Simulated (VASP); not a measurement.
# HfN (Fm-3m) in VASP: relaxation of cell and atoms with PBEsol

Aim: the relaxation of cell and atoms of HfN with PBEsol.

Program: VASP 6.6.1. These are calculated values, not measurements. Logs are shortened: lines on timing, memory, paths and dates and some standing lists are left out, and cuts for length are marked.

## Step 1: The cell of the first run

It takes space group Fm-3m (No. 225, cubic). Conventional cell: a = 4.502 Å, b = 4.502 Å, c = 4.502 Å, α = 90.00°, β = 90.00°, γ = 90.00°. Hf (site symmetry m-3m) has 6 N at 2.25 Å within 3.0 Å. N (site symmetry m-3m) has 6 Hf at 2.25 Å within 3.0 Å.

## Step 2: Relaxation of cell and atoms, PBEsol, target pressure 7 GPa, at which the enthalpy is minimised

INCAR

```
PREC = Accurate
ENCUT = 600
EDIFF = 1E-7
ISMEAR = -1
SIGMA = 0.15
LREAL = False
LASPH = True
NELM = 100
ALGO = Normal
ISIF = 3
LWAVE = False
LCHARG = False
GGA = PS
IBRION = 2
NSW = 80
EDIFFG = -0.001
PSTRESS = 70.0
```

KPOINTS

```
Automatic mesh
0
Gamma
  16 16 16
```

POSCAR

```
HfN
1.0
    0.0000000000      2.2511619669      2.2511619669
    2.2511619669      0.0000000000      2.2511619669
    2.2511619669      2.2511619669      0.0000000000
Hf N
1 1
Direct
    0.0000000000      0.0000000000      0.0000000000
    0.5000000000      0.5000000000      0.5000000000
```

Potentials or basis: VASP PAW PBE potentials, release 64 (Hf_pv, N).

Run with:

```sh
> cat potpaw_PBE.64/Hf_pv/POTCAR potpaw_PBE.64/N/POTCAR > POTCAR
> mpirun -np 1 vasp_std > vasp.out
```

OUTCAR:

```text
PREC = Accurate
   ENCUT = 600
   EDIFF = 1E-7
   ISMEAR = -1
   LREAL = False
   LASPH = True
   NELM = 100
   ISIF = 3
   GGA = PS
   IBRION = 2
   NSW = 80
   EDIFFG = -0.001
   PSTRESS = 70.0

 ion  position               nearest neighbor table
   1  0.000  0.000  0.000-   2 2.25   2 2.25   2 2.25   2 2.25   2 2.25   2 2.25
   2  0.500  0.500  0.500-   1 2.25   1 2.25   1 2.25   1 2.25   1 2.25   1 2.25

  LATTYP: Found a face centered cubic cell.
 ALAT       =     4.5023239338

  Lattice vectors:

 A1 = (   0.0000000000,   2.2511619669,   2.2511619669)
 A2 = (   2.2511619669,   0.0000000000,   2.2511619669)
 A3 = (   2.2511619669,   2.2511619669,   0.0000000000)

Analysis of symmetry for initial positions (statically):
=====================================================================
 Subroutine PRICEL returns:
 Original cell was already a primitive cell.

 Routine SETGRP: Setting up the symmetry group for a
 face centered cubic supercell.

 Subroutine GETGRP returns: Found 48 space group operations
 (whereof 48 operations were pure point group operations)
 out of a pool of 48 trial point group operations.

The static configuration has the point symmetry O_h .

Analysis of symmetry for dynamics (positions and initial velocities):
=====================================================================
 Subroutine PRICEL returns:
 Original cell was already a primitive cell.

 Routine SETGRP: Setting up the symmetry group for a
 face centered cubic supercell.

 Subroutine GETGRP returns: Found 48 space group operations
 (whereof 48 operations were pure point group operations)
 out of a pool of 48 trial point group operations.

The dynamic configuration has the point symmetry O_h .

 Subroutine INISYM returns: Found 48 space group operations
 (whereof 48 operations are pure point group operations),
 and found     1 'primitive' translations

----------------------------------------------------------------------------------------

                                     Primitive cell

  volume of cell :      22.8166

  direct lattice vectors                    reciprocal lattice vectors
     0.000000000  2.251161967  2.251161967    -0.222107519  0.222107519  0.222107519
     2.251161967  0.000000000  2.251161967     0.222107519 -0.222107519  0.222107519
     2.251161967  2.251161967  0.000000000     0.222107519  0.222107519 -0.222107519

  length of vectors
     3.183623785  3.183623785  3.183623785     0.384701508  0.384701508  0.384701508

  position of ions in fractional coordinates (direct lattice)
     0.000000000  0.000000000  0.000000000
     0.500000000  0.500000000  0.500000000

  ion indices of the primitive-cell ions
   primitive index   ion index
                 1           1
                 2           2

----------------------------------------------------------------------------------------

 KPOINTS: Automatic mesh

Automatic generation of k-mesh.
 Grid dimensions read from file:
 generate k-points for:   16   16   16

 Generating k-lattice:

  Cartesian coordinates                     Fractional coordinates (reciprocal lattice)
    -0.013881720  0.013881720  0.013881720     0.062500000  0.000000000  0.000000000
     0.013881720 -0.013881720  0.013881720     0.000000000  0.062500000  0.000000000
     0.013881720  0.013881720 -0.013881720     0.000000000  0.000000000  0.062500000

  Length of vectors
     0.024043844  0.024043844  0.024043844

  Shift w.r.t. Gamma in fractional coordinates (k-lattice)
     0.000000000  0.000000000  0.000000000

 Subroutine IBZKPT returns following result:
 ===========================================

 Found    145 irreducible k-points:

 Following reciprocal coordinates:
            Coordinates               Weight
  0.000000  0.000000  0.000000      1.000000
  0.062500  0.000000  0.000000      8.000000
  0.125000  0.000000  0.000000      8.000000
  0.187500  0.000000  0.000000      8.000000
  0.250000  0.000000  0.000000      8.000000
  0.312500  0.000000  0.000000      8.000000
[... 16 lines left out ...]
 -0.125000  0.062500  0.000000     24.000000
 -0.062500  0.062500  0.000000     12.000000
 [... further k-points ...]
   k-points           NKPTS =    145   k-points in BZ     NKDIM =    145   number of bands    NBANDS=     11
   number of dos      NEDOS =    301   number of ions     NIONS =      2
   total plane-waves  NPLWV =  21952
   dimension x,y,z NGX =    28 NGY =   28 NGZ =   28
   dimension x,y,z NGXF=    56 NGYF=   56 NGZF=   56
   ions per type =               1   1
   NGX,Y,Z   is equivalent  to a cutoff of  14.62, 14.62, 14.62 a.u.
   NGXF,Y,Z  is equivalent  to a cutoff of  29.24, 29.24, 29.24 a.u.
 SYSTEM =  unknown system
   PREC   = accura    normal or accurate (medium, high low for compatibility)
   ISTART =      0    job   : 0-new  1-cont  2-samecut
   ICHARG =      2    charge: 1-file 2-atom 10-const
   ISPIN  =      1    spin polarized calculation?
   LNONCOLLINEAR =      F non collinear calculations
   LSORBIT =      F    spin-orbit coupling
   LASPH  =      T    aspherical Exc in radial PAW
   ENCUT  =  600.0 eV  44.10 Ry    6.64 a.u.   6.36  6.36  6.36*2*pi/ulx,y,z
   NELM   =    100;   NELMIN=  2; NELMDL= -5     # of ELM steps
   EDIFF  = 0.1E-06   stopping-criterion for ELM
   LREAL  =      F    real-space projection
   EDIFFG = -.1E-02   stopping-criterion for IOM
   NSW    =     80    number of steps for IOM
   IBRION =      2    ionic relax: 0-MD 1-quasi-New 2-CG
   NFREE  =      1    steps in history (QN), initial steepest desc. (CG)
   ISIF   =      3    stress and relaxation
   ISYM   =      2    0-nonsym 1-usesym 2-fastsym
   POTIM  = 0.5000    time-step for ionic-motion
   TEBEG  =    0.0;   TEEND  =   0.0 temperature during run
   PSTRESS=   70.0 pullay stress
   NELECT =      15.0000    total number of electrons
   NUPDOWN=      -1.0000    fix difference up-down
   EMIN   =  10.00;   EMAX   =-10.00  energy-range for DOS
   EFERMI =   0.00;   METHOD = LEGACY
   ISMEAR =    -1;   SIGMA  =   0.15  broadening in eV -4-tet -1-fermi 0-gaus
   EFERMI_NEDOS =   21; number of points for ismear=-14 and -15
   IALGO  =     38    algorithm
   IMIX   =      4    mixing-type and parameters
     AMIX     =   0.40;   BMIX     =  1.00
     AMIX_MAG =   1.60;   BMIX_MAG =  1.00
  volume/ion in A,a.u.               =      11.41        76.99
  Fermi-wavevector in a.u.,A,eV,Ry     =   1.423492  2.690011 27.569905  2.026331
  Thomas-Fermi vector in A             =   2.544084
   LORBIT       =      0    0 simple, 1 ext, 2 COOP (PROOUT), +10 PAW based schemes
   GGA     = PS    functional components
   LHFCALC =     F    Hartree Fock is set to
   AEXX    =    0.0000 exact exchange contribution
   IVDW    =     0    specifies the selected vdW correction
   LEPSILON=     F    determine dielectric tensor
   LRPA    =     F    only Hartree local field effects (RPA)
 conjugate gradient relaxation of ions
 non-spin polarized calculation
  energy-cutoff  :      600.00
  volume of cell :       22.82
 maximum number of plane-waves:       778
 NGX is ok and might be reduce to    28
   NGX = 13   NGY = 13   NGZ = 13

--------------------------------------- Ionic step        1  -------------------------------------------

 number of electron      15.0000002 magnetization

 Free energy of the ion-electron system (eV)
  ---------------------------------------------------
  ext. energy  EPLUGINS =         0.00000000
  ---------------------------------------------------
  free energy    TOTEN  =       -23.01652599 eV

  energy without entropy =      -22.97372961  energy(sigma->0) =      -22.99512780

------------------------ aborting loop because EDIFF is reached ----------------------------------------

  FORCE on cell =-STRESS in cart. coord.  units (eV):
  Direction    XX          YY          ZZ          XY          YZ          ZX
  --------------------------------------------------------------------------------------
  -------------------------------------------------------------------------------------
  Total       -0.3238682     -0.3238682     -0.3238682     -0.0000000      0.0000000     -0.0000000
  in kB      -22.7420012    -22.7420012    -22.7420012     -0.0000000      0.0000000     -0.0000000
  external PRESSURE =     -92.7420012 kB  Pullay stress =      70.0000000 kB

 VOLUME and BASIS-vectors are now :
 -----------------------------------------------------------------------------
  energy-cutoff  :      600.00
  volume of cell :       22.82
      direct lattice vectors                 reciprocal lattice vectors
     0.000000000  2.251161967  2.251161967    -0.222107519  0.222107519  0.222107519
     2.251161967  0.000000000  2.251161967     0.222107519 -0.222107519  0.222107519
     2.251161967  2.251161967  0.000000000     0.222107519  0.222107519 -0.222107519
[... 84 lines left out ...]
  FREE ENERGIE OF THE ION-ELECTRON SYSTEM (eV)
  ---------------------------------------------------
  free  energy   TOTEN  =       -23.0075458304 eV

  energy  without entropy=      -22.9662574097  energy(sigma->0) =      -22.98690162

  enthalpy is  TOTEN    =       -22.0402588710 eV   P V=        0.9672869595

--------------------------------------- Ionic step        4  -------------------------------------------

 number of electron      15.0000000 magnetization

 Free energy of the ion-electron system (eV)
  ---------------------------------------------------
  ext. energy  EPLUGINS =         0.00000000
  ---------------------------------------------------
  free energy    TOTEN  =       -23.00694115 eV

  energy without entropy =      -22.96568349  energy(sigma->0) =      -22.98631232

 E-fermi :   8.5662     XC(G=0): -13.1106

 val. band max:        8.5654708765   @ k =   0.3750   0.1250   0.0000
 cond. band min:       8.6614458800   @ k =  -0.1250   0.0625   0.0000
 fundamental gap:      0.0959750035
 Fermi energy:         8.5661839279

 k-point     1 :       0.0000    0.0000    0.0000
  band No.  band energies     occupation
      1     -22.3260      2.00000
      2     -22.3260      2.00000
      3     -22.3260      2.00000
      4      -9.1153      2.00000
      5       5.5382      2.00000
      6       5.5382      2.00000
      7       5.5382      2.00000
      8       8.1724      1.86495
      9       8.1724      1.86495
     10       8.1724      1.86495
     11      10.6136      0.00000

 k-point     2 :       0.0625    0.0000    0.0000
  band No.  band energies     occupation
      1     -22.3743      2.00000
      2     -22.3298      2.00000
      3     -22.3298      2.00000
      4      -9.0145      2.00000
      5       5.1183      2.00000
      6       5.2829      2.00000
      7       5.2829      2.00000
      8       8.2985      1.71256
      9       8.3162      1.68215
     10       8.3162      1.68215
     11      10.9417      0.00000
[... 295 lines left out ...]
 k-point    24 :      -0.0625    0.0625    0.0000
  band No.  band energies     occupation
      1     -22.4411      2.00000
      2     -22.3543      2.00000
      3     -22.3279      2.00000
      4      -8.8533      2.00000
      5       4.4830      2.00000
      6       4.8221      2.00000
      7       5.1599      2.00000
      8       8.3555      1.60587
      9       8.3566      1.60352
     10       8.8312      0.29188
     11      10.8296      0.00000

 [... further k-points ...]

------------------------ aborting loop because EDIFF is reached ----------------------------------------

  FORCE on cell =-STRESS in cart. coord.  units (eV):
  Direction    XX          YY          ZZ          XY          YZ          ZX
  --------------------------------------------------------------------------------------
  -------------------------------------------------------------------------------------
  Total        0.9648580      0.9648580      0.9648580     -0.0000000     -0.0000000     -0.0000000
  in kB       69.8686715     69.8686715     69.8686715     -0.0000000     -0.0000000     -0.0000000
  external PRESSURE =      -0.1313285 kB  Pullay stress =      70.0000000 kB

 VOLUME and BASIS-vectors are now :
 -----------------------------------------------------------------------------
  energy-cutoff  :      600.00
  volume of cell :       22.13
      direct lattice vectors                 reciprocal lattice vectors
    -0.000000000  2.228198251  2.228198251    -0.224396550  0.224396550  0.224396550
     2.228198251  0.000000000  2.228198251     0.224396550 -0.224396550  0.224396550
     2.228198251  2.228198251  0.000000000     0.224396550  0.224396550 -0.224396550

 POSITION                                       TOTAL-FORCE (eV/Angst)
 -----------------------------------------------------------------------------------
      2.22820      2.22820      0.00000         0.000000      0.000000      0.000000
      2.22820      2.22820      2.22820        -0.000000     -0.000000     -0.000000
 -----------------------------------------------------------------------------------
    total drift:                                0.000000      0.000000      0.000000

  FREE ENERGIE OF THE ION-ELECTRON SYSTEM (eV)
  ---------------------------------------------------
  free  energy   TOTEN  =       -23.0069411477 eV

  energy  without entropy=      -22.9656834889  energy(sigma->0) =      -22.98631232

  enthalpy is  TOTEN    =       -22.0402695901 eV   P V=        0.9666715576

 reached required accuracy - stopping structural energy minimisation
```

Wall time 79 s (1 thread of Intel Xeon Platinum 8488C (Sapphire Rapids), shared host); peak memory 0.21 GiB.

What came out:

- Free energy: -23.0069 eV
- Relaxed volume: 11.06 Å³/atom
- Relaxed cell: a = 3.151 Å, b = 3.151 Å, c = 3.151 Å, α = 60.00°, β = 60.00°, γ = 60.00°
- Space group after relaxing (to 0.1 Å): Fm-3m (No. 225)
- Energy change on relaxing (the run minimises the enthalpy): +4.8 meV/atom
- Ionic steps: 4
- Pressure after relaxing: 7.0 GPa
- Band gap on the k mesh: zero (an odd number of electrons rules out a gap without spin polarisation)

Step by step:
| step | energy change (eV) | largest force (eV/Å) | pressure (GPa) | volume (Å³) |
| --- | --- | --- | --- | --- |
| 1 | 0.0000 | 0.0000 | -2.27 | 22.82 |
| 2 | 0.1742 | 0.0000 | 31.55 | 20.70 |
| 3 | 0.0090 | 0.0000 | 6.78 | 22.14 |
| 4 | 0.0096 | 0.0000 | 6.99 | 22.13 |

Final structure:
```
Hf N
1.0
     0.00000    2.22820    2.22820
     2.22820    0.00000    2.22820
     2.22820    2.22820    0.00000
Hf N
1 1
Direct
  0.00000 0.00000 0.00000
  0.50000 0.50000 0.50000
```

Caveat: the cell is relaxed towards a set pressure, so the run minimises the enthalpy, not the energy; the PAW data sets were made with another functional, which shifts forces and pressure a little; spin-orbit coupling is left out, which moves the levels of the heavy elements.

The gap in the log of VASP goes by the Fermi energy; the results here count the filled bands.